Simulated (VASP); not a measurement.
AlNi3:

```
Ni Al
1.0
     3.52305    0.00000    0.00000
     0.00000    3.52305    0.00000
     0.00000    0.00000    3.52305
Ni Al
3 1
Direct
  0.50000 0.50000 0.00000
  0.50000 0.00000 0.50000
  0.00000 0.50000 0.50000
  0.00000 0.00000 0.00000
```

| Item | Value |
| --- | --- |
| Program | VASP 6.6.1 |
| Task | relaxation of cell and atoms |
| Functional | PBEsol |
| Dispersion | D3(BJ) |
| Potentials or basis | VASP PAW PBE potentials, release 64 (Ni, Al) |
| Cutoff | 600 eV |
| k mesh | 8 × 8 × 8 |
| Occupations | fermi-dirac, width 0.05 eV |
| Spin | collinear spin, ferromagnetic start |
| Starting moments | [1.0, 1.0, 1.0, 0.0] μB |

At the start: pressure -7.0 GPa; volume 10.93 Å³/atom.

Task: Where does the relaxation end?

Result: Over 3 steps the energy falls by 8.3 meV/atom and the volume is 10.56 Å³/atom (-3.4 %); space group Pm-3m (No. 221, to 0.1 Å) before and after; moment 0.58 μB per cell.

Step by step:
```csv
step,energy change (eV),largest force (eV/Å),pressure (GPa),volume (Å³)
1,0.0000,0.0000,-6.98,43.73
2,0.0032,0.0000,8.27,40.78
3,-0.0334,0.0000,-0.02,42.25
```

Final structure:
```
Ni Al
1.0
     3.48296    0.00000    0.00000
     0.00000    3.48296    0.00000
     0.00000    0.00000    3.48296
Ni Al
3 1
Direct
  0.50000 0.50000 0.00000
  0.50000 0.00000 0.50000
  0.00000 0.50000 0.50000
  0.00000 0.00000 0.00000
```

Caveat: the PAW data sets were made with another functional, which shifts forces and pressure a little.
